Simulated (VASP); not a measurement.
# Sn (Im-3m) in VASP: notebook

Sn is run at these levels: PBEsol; tasks: single point.

Program: VASP 6.6.1. These are calculated values, not measurements. Logs are shortened: lines on timing, memory, paths and dates and some standing lists are left out, and cuts for length are marked.

## (1) The cell of the first run

It takes space group Im-3m (No. 229, cubic). The conventional cell has a = 3.659 Å, b = 3.659 Å, c = 3.659 Å, α = 90.00°, β = 90.00°, γ = 90.00°. Within 4.2 Å of Sn (site symmetry m-3m) lie 14 Sn at 3.17 to 3.66 Å.

## (2) Single point, PBEsol

INCAR reads:

```
SYSTEM = Sn
PREC = Accurate ; ENCUT = 520
EDIFF = 1E-6 ; ISMEAR = -1
SIGMA = 0.1 ; LREAL = .FALSE.
LASPH = .TRUE. ; NELM = 60
ALGO = Normal ; ISIF = 2
LWAVE = .FALSE. ; LCHARG = .FALSE.
GGA = PS ; NBANDS = 13
```

KPOINTS reads:

```
regular mesh
0
G
  11 11 11
  0 0 0
```

POSCAR reads:

```
Sn
1.0
   -1.8292644625      1.8292644625      1.8292644625
    1.8292644625     -1.8292644625      1.8292644625
    1.8292644625      1.8292644625     -1.8292644625
Sn
1
Direct
    0.0000000000      0.0000000000      0.0000000000
```

Potentials or basis: VASP PAW PBE potentials, release 64 (Sn_d).

Run with:

```sh
$ cat potpaw_PBE.64/Sn_d/POTCAR > POTCAR
$ mpirun -np 1 vasp_std > vasp.out
```

OUTCAR:

```text
SYSTEM = Sn
   PREC = Accurate
   ENCUT = 520
   EDIFF = 1E-6
   ISMEAR = -1
   LREAL = .FALSE.
   LASPH = .TRUE.
   NELM = 60
   ISIF = 2
   GGA = PS

 ion  position               nearest neighbor table
   1  0.000  0.000  0.000-

  LATTYP: Found a body centered cubic cell.
 ALAT       =     3.6585289250

  Lattice vectors:

 A1 = (  -1.8292644625,   1.8292644625,   1.8292644625)
 A2 = (   1.8292644625,  -1.8292644625,   1.8292644625)
 A3 = (   1.8292644625,   1.8292644625,  -1.8292644625)

Analysis of symmetry for initial positions (statically):
=====================================================================
 Subroutine PRICEL returns:
 Original cell was already a primitive cell.

 Routine SETGRP: Setting up the symmetry group for a
 body centered cubic supercell.

 Subroutine GETGRP returns: Found 48 space group operations
 (whereof 48 operations were pure point group operations)
 out of a pool of 48 trial point group operations.

The static configuration has the point symmetry O_h .

Analysis of symmetry for dynamics (positions and initial velocities):
=====================================================================
 Subroutine PRICEL returns:
 Original cell was already a primitive cell.

 Routine SETGRP: Setting up the symmetry group for a
 body centered cubic supercell.

 Subroutine GETGRP returns: Found 48 space group operations
 (whereof 48 operations were pure point group operations)
 out of a pool of 48 trial point group operations.

The dynamic configuration has the point symmetry O_h .

 Subroutine INISYM returns: Found 48 space group operations
 (whereof 48 operations are pure point group operations),
 and found     1 'primitive' translations

----------------------------------------------------------------------------------------

                                     Primitive cell

  volume of cell :      24.4844

  direct lattice vectors                    reciprocal lattice vectors
    -1.829264463  1.829264463  1.829264463     0.000000000  0.273333906  0.273333906
     1.829264463 -1.829264463  1.829264463     0.273333906  0.000000000  0.273333906
     1.829264463  1.829264463 -1.829264463     0.273333906  0.273333906  0.000000000

  length of vectors
     3.168378990  3.168378990  3.168378990     0.386552516  0.386552516  0.386552516

  position of ions in fractional coordinates (direct lattice)
     0.000000000  0.000000000  0.000000000

  ion indices of the primitive-cell ions
   primitive index   ion index
                 1           1

----------------------------------------------------------------------------------------

 KPOINTS: regular mesh

Automatic generation of k-mesh.
 Grid dimensions read from file:
 generate k-points for:   11   11   11

 Generating k-lattice:

  Cartesian coordinates                     Fractional coordinates (reciprocal lattice)
     0.000000000  0.024848537  0.024848537     0.090909091  0.000000000  0.000000000
     0.024848537  0.000000000  0.024848537     0.000000000  0.090909091  0.000000000
     0.024848537  0.024848537  0.000000000     0.000000000  0.000000000  0.090909091

  Length of vectors
     0.035141138  0.035141138  0.035141138

  Shift w.r.t. Gamma in fractional coordinates (k-lattice)
     0.000000000  0.000000000  0.000000000

 Subroutine IBZKPT returns following result:
 ===========================================

 Found     56 irreducible k-points:

 Following reciprocal coordinates:
            Coordinates               Weight
  0.000000  0.000000  0.000000      1.000000
  0.090909  0.000000  0.000000     12.000000
  0.181818  0.000000  0.000000     12.000000
  0.272727  0.000000  0.000000     12.000000
  0.363636  0.000000  0.000000     12.000000
  0.454545  0.000000  0.000000     12.000000
[... 16 lines left out ...]
  0.272727  0.181818  0.090909     48.000000
  0.363636  0.181818  0.090909     24.000000
 [... further k-points ...]
   k-points           NKPTS =     56   k-points in BZ     NKDIM =     56   number of bands    NBANDS=     13
   number of dos      NEDOS =    301   number of ions     NIONS =      1
   total plane-waves  NPLWV =  13824
   dimension x,y,z NGX =    24 NGY =   24 NGZ =   24
   dimension x,y,z NGXF=    48 NGYF=   48 NGZF=   48
   ions per type =               1
   NGX,Y,Z   is equivalent  to a cutoff of  12.59, 12.59, 12.59 a.u.
   NGXF,Y,Z  is equivalent  to a cutoff of  25.19, 25.19, 25.19 a.u.
 SYSTEM =  Sn
   PREC   = accura    normal or accurate (medium, high low for compatibility)
   ISTART =      0    job   : 0-new  1-cont  2-samecut
   ICHARG =      2    charge: 1-file 2-atom 10-const
   ISPIN  =      1    spin polarized calculation?
   LNONCOLLINEAR =      F non collinear calculations
   LSORBIT =      F    spin-orbit coupling
   LASPH  =      T    aspherical Exc in radial PAW
   ENCUT  =  520.0 eV  38.22 Ry    6.18 a.u.   5.89  5.89  5.89*2*pi/ulx,y,z
   NELM   =     60;   NELMIN=  2; NELMDL= -5     # of ELM steps
   EDIFF  = 0.1E-05   stopping-criterion for ELM
   LREAL  =      F    real-space projection
   EDIFFG = 0.1E-04   stopping-criterion for IOM
   NSW    =      0    number of steps for IOM
   IBRION =     -1    ionic relax: 0-MD 1-quasi-New 2-CG
   NFREE  =      0    steps in history (QN), initial steepest desc. (CG)
   ISIF   =      2    stress and relaxation
   ISYM   =      2    0-nonsym 1-usesym 2-fastsym
   POTIM  = 0.5000    time-step for ionic-motion
   TEBEG  =    0.0;   TEEND  =   0.0 temperature during run
   PSTRESS=    0.0 pullay stress
   NELECT =      14.0000    total number of electrons
   NUPDOWN=      -1.0000    fix difference up-down
   EMIN   =  10.00;   EMAX   =-10.00  energy-range for DOS
   EFERMI =   0.00;   METHOD = LEGACY
   ISMEAR =    -1;   SIGMA  =   0.10  broadening in eV -4-tet -1-fermi 0-gaus
   EFERMI_NEDOS =   21; number of points for ismear=-14 and -15
   IALGO  =     38    algorithm
   IMIX   =      4    mixing-type and parameters
     AMIX     =   0.40;   BMIX     =  1.00
     AMIX_MAG =   1.60;   BMIX_MAG =  1.00
  volume/ion in A,a.u.               =      24.48       165.23
  Fermi-wavevector in a.u.,A,eV,Ry     =   1.358796  2.567753 25.120808  1.846327
  Thomas-Fermi vector in A             =   2.485599
   LORBIT       =      0    0 simple, 1 ext, 2 COOP (PROOUT), +10 PAW based schemes
   GGA     = PS    functional components
   LHFCALC =     F    Hartree Fock is set to
   AEXX    =    0.0000 exact exchange contribution
   IVDW    =     0    specifies the selected vdW correction
   LEPSILON=     F    determine dielectric tensor
   LRPA    =     F    only Hartree local field effects (RPA)
 non-spin polarized calculation
  energy-cutoff  :      520.00
  volume of cell :       24.48
 maximum number of plane-waves:       682
   NGX = 11   NGY = 11   NGZ = 11

 number of electron      14.0000010 magnetization

 Free energy of the ion-electron system (eV)
  ---------------------------------------------------
  ext. energy  EPLUGINS =         0.00000000
  ---------------------------------------------------
  free energy    TOTEN  =        -4.20695296 eV

  energy without entropy =       -4.18536277  energy(sigma->0) =       -4.19615786

 E-fermi :   9.2462     XC(G=0): -11.0042

 val. band max:        9.2117570712   @ k =  -0.4545   0.4545   0.3636
 cond. band min:       9.2986320042   @ k =  -0.2727   0.4545   0.0909
 fundamental gap:      0.0868749330
 Fermi energy:         9.2462401501

 k-point     1 :       0.0000    0.0000    0.0000
  band No.  band energies     occupation
      1     -12.2606      2.00000
      2     -12.2606      2.00000
      3     -12.2606      2.00000
      4     -12.0695      2.00000
      5     -12.0695      2.00000
      6      -2.6453      2.00000
      7      18.2259      0.00000
      8      18.2259      0.00000
      9      18.2259      0.00000
     10      21.5827      0.00000
     11      21.5827      0.00000
     12      21.5827      0.00000
     13      22.8215      0.00000

 k-point     2 :       0.0909    0.0000    0.0000
  band No.  band energies     occupation
      1     -12.2659      2.00000
      2     -12.2536      2.00000
      3     -12.2369      2.00000
      4     -12.0753      2.00000
      5     -12.0701      2.00000
      6      -2.4485      2.00000
      7      16.5308      0.00000
      8      17.4198      0.00000
      9      17.8979      0.00000
     10      20.3028      0.00000
     11      20.6373      0.00000
     12      21.3370      0.00000
     13      23.5060      0.00000

 k-point     3 :       0.1818    0.0000    0.0000
  band No.  band energies     occupation
      1     -12.2800      2.00000
      2     -12.2386      2.00000
      3     -12.1727      2.00000
      4     -12.0883      2.00000
      5     -12.0715      2.00000
      6      -1.8555      2.00000
      7      13.3811      0.00000
      8      15.9934      0.00000
      9      17.0597      0.00000
     10      19.2925      0.00000
     11      19.5578      0.00000
     12      21.5559      0.00000
     13      24.0007      0.00000
[... 305 lines left out ...]
 k-point    23 :       0.2727    0.1818    0.0909
  band No.  band energies     occupation
      1     -12.2821      2.00000
      2     -12.2108      2.00000
      3     -12.0832      2.00000
      4     -12.0807      2.00000
      5     -12.0303      2.00000
      6       2.2120      2.00000
      7       6.7861      2.00000
      8       9.3957      0.36655
      9      11.6871      0.00000
     10      22.4178      0.00000
     11      24.0007      0.00000
     12      24.5341      0.00000
     13      26.7865      0.00000

 k-point    24 :       0.3636    0.1818    0.0909
  band No.  band energies     occupation
      1     -12.2836      2.00000
      2     -12.1972      2.00000
      3     -12.0818      2.00000
      4     -12.0770      2.00000
      5     -12.0349      2.00000
      6       3.4183      2.00000
      7       5.3253      2.00000
      8       9.0785      1.68509
      9      11.4923      0.00000
     10      22.2937      0.00000
     11      24.2150      0.00000
     12      25.5902      0.00000
     13      25.7873      0.00000

 [... further k-points ...]

------------------------ aborting loop because EDIFF is reached ----------------------------------------

  FORCE on cell =-STRESS in cart. coord.  units (eV):
  Direction    XX          YY          ZZ          XY          YZ          ZX
  --------------------------------------------------------------------------------------
  -------------------------------------------------------------------------------------
  Total        0.7093601      0.7093601      0.7093601      0.0000000      0.0000000     -0.0000000
  in kB       46.4181525     46.4181525     46.4181525      0.0000000      0.0000000     -0.0000000
  external PRESSURE =      46.4181525 kB  Pullay stress =       0.0000000 kB

 VOLUME and BASIS-vectors are now :
 -----------------------------------------------------------------------------
  energy-cutoff  :      520.00
  volume of cell :       24.48
      direct lattice vectors                 reciprocal lattice vectors
    -1.829264463  1.829264463  1.829264463     0.000000000  0.273333906  0.273333906
     1.829264463 -1.829264463  1.829264463     0.273333906  0.000000000  0.273333906
     1.829264463  1.829264463 -1.829264463     0.273333906  0.273333906  0.000000000

 POSITION                                       TOTAL-FORCE (eV/Angst)
 -----------------------------------------------------------------------------------
      0.00000      0.00000      0.00000         0.000000      0.000000      0.000000
 -----------------------------------------------------------------------------------
    total drift:                               -0.000000     -0.000000      0.000000

  FREE ENERGIE OF THE ION-ELECTRON SYSTEM (eV)
  ---------------------------------------------------
  free  energy   TOTEN  =        -4.2069529601 eV

  energy  without entropy=       -4.1853627683  energy(sigma->0) =       -4.19615786
```

Wall time 15 s (1 thread of AMD EPYC 7R43 (Zen 3), shared host); peak memory 0.11 GiB.

What came out:

```yaml
Free_energy: -4.2070 eV
Pressure: 4.6 GPa
Band_gap_on_the_k_mesh: zero (band 7 reaches 18.23 eV, above the bottom of band 8 at 6.53 eV)
```

Levels at points of the mesh, in eV from the Fermi level:
| k point | band 3 | band 4 | band 5 | band 6 | band 7 | band 8 | band 9 | band 10 | band 11 | band 12 |
| --- | --- | --- | --- | --- | --- | --- | --- | --- | --- | --- |
| (0.00, 0.00, 0.00) | -21.51 | -21.32 | -21.32 | -11.89 | 8.98 | 8.98 | 8.98 | 12.34 | 12.34 | 12.34 |

Caveat: the PAW data sets were made with another functional, which shifts forces and pressure a little; spin-orbit coupling is left out, which moves the levels of the heavy elements.

## (3) Single point, PBEsol

This run uses another cell than the first one, of 25.16 Å³/atom, 1.028 times its volume.

INCAR reads:

```
SYSTEM = Sn
ALGO = Normal
EDIFF = 1E-6
ENCUT = 520
GGA = PS
ISIF = 2
ISMEAR = -1
LASPH = .True.
LCHARG = .False.
LREAL = .False.
LWAVE = .False.
NBANDS = 13
NELM = 60
PREC = Accurate
SIGMA = 0.1
```

KPOINTS reads:

```
k-points
0
Gamma
  11 11 11
  0 0 0
```

POSCAR reads:

```
Sn
1.0
   -1.8460476428      1.8460476428      1.8460476428
    1.8460476428     -1.8460476428      1.8460476428
    1.8460476428      1.8460476428     -1.8460476428
Sn
1
Direct
    0.0000000000      0.0000000000      0.0000000000
```

Potentials or basis: VASP PAW PBE potentials, release 64 (Sn_d).

Run with:

```sh
$ cat potpaw_PBE.64/Sn_d/POTCAR > POTCAR
$ mpirun -np 1 vasp_std > vasp.out
```

It took 19 s on 1 thread of AMD EPYC 7R43 (Zen 3), shared host; peak memory 0.11 GiB.

The run converged. Its results:

| Quantity | Value |
| --- | --- |
| Free energy | -4.2227 eV |
| Pressure | 2.7 GPa |
| Band gap on the k mesh | zero (band 7 reaches 17.59 eV, above the bottom of band 8 at 6.26 eV) |

Levels at points of the mesh, in eV from the Fermi level:
```tsv
k point	band 3	band 4	band 5	band 6	band 7	band 8	band 9	band 10	band 11	band 12
(0.00, 0.00, 0.00)	-21.49	-21.31	-21.31	-11.68	8.70	8.70	8.70	12.28	12.28	12.28
```

Caveat: the PAW data sets were made with another functional, which shifts forces and pressure a little; spin-orbit coupling is left out, which moves the levels of the heavy elements.

## (4) Single point, PBEsol

This run uses another cell than the first one, of 25.84 Å³/atom, 1.056 times its volume.

INCAR: that of step 3 with these lines changed.

```diff
@@ -12,3 +12,3 @@
 NBANDS = 13
-NELM = 60
+NELM = 100
 PREC = Accurate
```

KPOINTS is that of step 3.

POSCAR reads:

```
Sn
1.0
   -1.8625310832      1.8625310832      1.8625310832
    1.8625310832     -1.8625310832      1.8625310832
    1.8625310832      1.8625310832     -1.8625310832
Sn
1
Direct
    0.0000000000      0.0000000000      0.0000000000
```

Potentials or basis: VASP PAW PBE potentials, release 64 (Sn_d).

Run with:

```sh
$ cat potpaw_PBE.64/Sn_d/POTCAR > POTCAR
$ mpirun -np 1 vasp_std > vasp.out
```

OUTCAR:

```text
SYSTEM = Sn
   EDIFF = 1E-6
   ENCUT = 520
   GGA = PS
   ISIF = 2
   ISMEAR = -1
   LASPH = .True.
   LREAL = .False.
   NELM = 100
   PREC = Accurate

 ion  position               nearest neighbor table
   1  0.000  0.000  0.000-

  LATTYP: Found a body centered cubic cell.
 ALAT       =     3.7250621664

  Lattice vectors:

 A1 = (  -1.8625310832,   1.8625310832,   1.8625310832)
 A2 = (   1.8625310832,  -1.8625310832,   1.8625310832)
[... 562 lines left out ...]
     13      24.7281      0.00000

 [... further k-points ...]

------------------------ aborting loop because EDIFF is reached ----------------------------------------

  FORCE on cell =-STRESS in cart. coord.  units (eV):
  Direction    XX          YY          ZZ          XY          YZ          ZX
  --------------------------------------------------------------------------------------
  -------------------------------------------------------------------------------------
  Total        0.1571804      0.1571804      0.1571804     -0.0000000     -0.0000000      0.0000000
  in kB        9.7440271      9.7440271      9.7440271     -0.0000000     -0.0000000      0.0000000
  external PRESSURE =       9.7440271 kB  Pullay stress =       0.0000000 kB

 VOLUME and BASIS-vectors are now :
 -----------------------------------------------------------------------------
  energy-cutoff  :      520.00
  volume of cell :       25.84
      direct lattice vectors                 reciprocal lattice vectors
    -1.862531083  1.862531083  1.862531083     0.000000000  0.268451896  0.268451896
     1.862531083 -1.862531083  1.862531083     0.268451896  0.000000000  0.268451896
     1.862531083  1.862531083 -1.862531083     0.268451896  0.268451896  0.000000000

 POSITION                                       TOTAL-FORCE (eV/Angst)
 -----------------------------------------------------------------------------------
      0.00000      0.00000      0.00000         0.000000     -0.000000     -0.000000
 -----------------------------------------------------------------------------------
    total drift:                               -0.000000     -0.000000      0.000000

  FREE ENERGIE OF THE ION-ELECTRON SYSTEM (eV)
  ---------------------------------------------------
  free  energy   TOTEN  =        -4.2305671947 eV

  energy  without entropy=       -4.2098948373  energy(sigma->0) =       -4.22023102
```

Run time: 20 s. Hardware: 1 thread of AMD EPYC 7R43 (Zen 3), shared host; peak memory 0.11 GiB.

Results:

```
Free energy            : -4.2306 eV
Pressure               : 1.0 GPa
Band gap on the k mesh : zero (band 7 reaches 16.98 eV, above the bottom of band 8 at 6.00 eV)
```

Levels at points of the mesh, in eV from the Fermi level:
```tsv
k point	band 4	band 5	band 6	band 7	band 8	band 9	band 10	band 11
(0.00, 0.00, 0.00)	-21.31	-21.31	-11.47	8.43	8.43	8.43	12.23	12.23
```

Caveat: the PAW data sets were made with another functional, which shifts forces and pressure a little; spin-orbit coupling is left out, which moves the levels of the heavy elements.

## (5) Overview

```csv
cell,gap on the mesh (eV),pressure (GPa)
"a = 3.168 Å, angles 109.5°, 1 atom",none,4.6
"a = 3.197 Å, angles 109.5°, 1 atom",none,2.7
"a = 3.226 Å, angles 109.5°, 1 atom",none,1.0
```

Alike in all rows: task single point; level PBEsol; potentials or basis VASP PAW PBE potentials, release 64 (Sn_d); no spin polarisation; k mesh 11 × 11 × 11; cutoff (eV) 520; smearing fermi-dirac 0.1 eV.

Caveats: the PAW data sets were made with another functional, which shifts forces and pressure a little; spin-orbit coupling is left out, which moves the levels of the heavy elements.

Absolute energies hang on the potentials; compare differences alone.
